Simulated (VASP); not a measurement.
A run of VASP 6.6.1 is set up as follows.

Contents of INCAR:

```
ALGO     = Normal         # electronic algorithm
EDIFF    = 1E-6           # SCF threshold, eV
ENCUT    = 520            # plane-wave cutoff, eV
GGA      = PS             # functional
ISIF     = 2              # what is computed and relaxed
ISMEAR   = -1             # smearing method
ISPIN    = 2              # spin polarisation
LASPH    = T              # aspherical terms in the spheres
LCHARG   = F              # write CHGCAR
LMAXMIX  = 4              # l up to which the mixer works
LORBIT   = 11             # projections on sites
LREAL    = F              # projectors in reciprocal space
LWAVE    = F              # write WAVECAR
MAGMOM   = 1              # initial moments
NBANDS   = 15             # bands
NELM     = 150            # most SCF steps
PREC     = Accurate       # precision mode
SIGMA    = 0.05           # smearing width, eV
```

Contents of KPOINTS:

```
k-points
0
Gamma
  20 20 20
```

POSCAR

```
Ni
1.0
    0.0000000000      1.4187458341      1.4187458341
    1.4187458341      0.0000000000      1.4187458341
    1.4187458341      1.4187458341      0.0000000000
Ni
1
Direct
    0.0000000000      0.0000000000      0.0000000000
```

Potentials or basis: VASP PAW PBE potentials, release 64 (Ni).

Launch:

```console
$ cat potpaw_PBE.64/Ni/POTCAR > POTCAR
$ mpirun -np 1 vasp_std > vasp.out
```

Q: What does it give for the pressure?

A: 564.8 GPa.

Q: Predict the net moment.

A: 0.00 μB per cell.

Q: Estimate the band gap on the k mesh.

A: Zero (filled and empty bands overlap).

Caveat: the PAW data sets were made with another functional, which shifts forces and pressure a little.
